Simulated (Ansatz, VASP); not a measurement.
## Sn: VASP beside Ansatz

The input INCAR:

```
SYSTEM = Sn
PREC = Accurate
ENCUT = 520
EDIFF = 1E-6
ISMEAR = -1
SIGMA = 0.02
LREAL = .FALSE.
LASPH = .TRUE.
NELM = 100
ALGO = Normal
ISIF = 2
LWAVE = .FALSE.
LCHARG = .TRUE.
GGA = PE
LELF = .TRUE.
LVHAR = .TRUE.
NBANDS = 36
```

The input KPOINTS:

```
regular mesh
0
G
  6 6 4
  0 0 0
```

Contents of POSCAR:

```
Sn
1.0
    4.7090546440      0.0000000000      0.0000000000
   -2.3545273220      4.0781609495      0.0000000000
    0.0000000000      0.0000000000      7.6743328783
Sn
4
Direct
    0.3333333333      0.6666666667     -0.0008172485
    0.6666666667      0.3333333333      0.4991827515
    0.3333333333      0.6666666667      0.3758172485
    0.6666666667      0.3333333333      0.8758172485
```

Input for Ansatz:

```yaml
crystal:
  lattice:
    - [4.709054644, 0.0, 0.0]
    - [-2.354527322, 4.0781609495, 0.0]
    - [0.0, 0.0, 7.6743328783]
  atoms:
    - { symbol: Sn, position: [0.3333333333, 0.6666666667, -0.0008172485] }
    - { symbol: Sn, position: [0.6666666667, 0.3333333333, 0.4991827515] }
    - { symbol: Sn, position: [0.3333333333, 0.6666666667, 0.3758172485] }
    - { symbol: Sn, position: [0.6666666667, 0.3333333333, 0.8758172485] }
kpoints:
  mp_grid: { grid: [6, 6, 4] }
hamiltonian:
  xc: pbe
scf:
  occupations: { method: fermi_dirac, width: 0.02 }
  n_extra_bands: 5
output:
  forces: true
  stress: true
  eigenvalues: true
```

Alike in both runs: task single point; functional PBE; k mesh 6 × 6 × 4; occupations fermi-dirac, width 0.02 eV; no spin polarisation.

|  | VASP | Ansatz |
| --- | --- | --- |
| version | VASP 6.6.1 | Ansatz 0.2.0 |
| potentials or method | VASP PAW PBE potentials, release 64 (Sn_d) | plane waves, PAW |
| plane-wave cutoff (eV) | 520 | 420 |
| valence electrons in the cell | 56 | 56 |

```csv
,VASP,Ansatz,Ansatz less VASP
pressure (GPa),-0.1,0.0,+0.05
```
